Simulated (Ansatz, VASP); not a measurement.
**NaH in VASP and in Ansatz**

```
CELL_PARAMETERS angstrom
0.00000 2.59692 2.59692
2.59692 0.00000 2.59692
2.59692 2.59692 0.00000
ATOMIC_POSITIONS crystal
Na 0.00000 0.00000 0.00000
H 0.25000 0.25000 0.25000
```

Alike in both runs: task single point; functional PBE-based screened hybrid; k mesh 4 × 4 × 4; no spin polarisation.

```csv
,VASP,Ansatz
version,VASP 6.6.1,Ansatz 0.2.0
potentials or method,"VASP PAW PBE potentials, release 64 (Na_pv, H)",plane waves
plane-wave cutoff (eV),520,420
occupations,"gaussian, width 0.01 eV",fixed
valence electrons in the cell,8,10
```

```csv
,VASP,Ansatz,Ansatz less VASP
gap on the k mesh at the Fermi level (eV),4.56,4.57,+0.008
pressure (GPa),-0.1,-0.1,-0.03
```

VASP's potentials were made for PBE, not for PBE-based screened hybrid. VASP's potentials hold 8 valence electrons a cell and Ansatz's 10, so a difference there can come from the potentials and not from the codes. Ansatz's warnings: stress exchange threshold loose, stress scf threshold loose.

The k mesh is coarse, so the values compare programs but aren't converged.
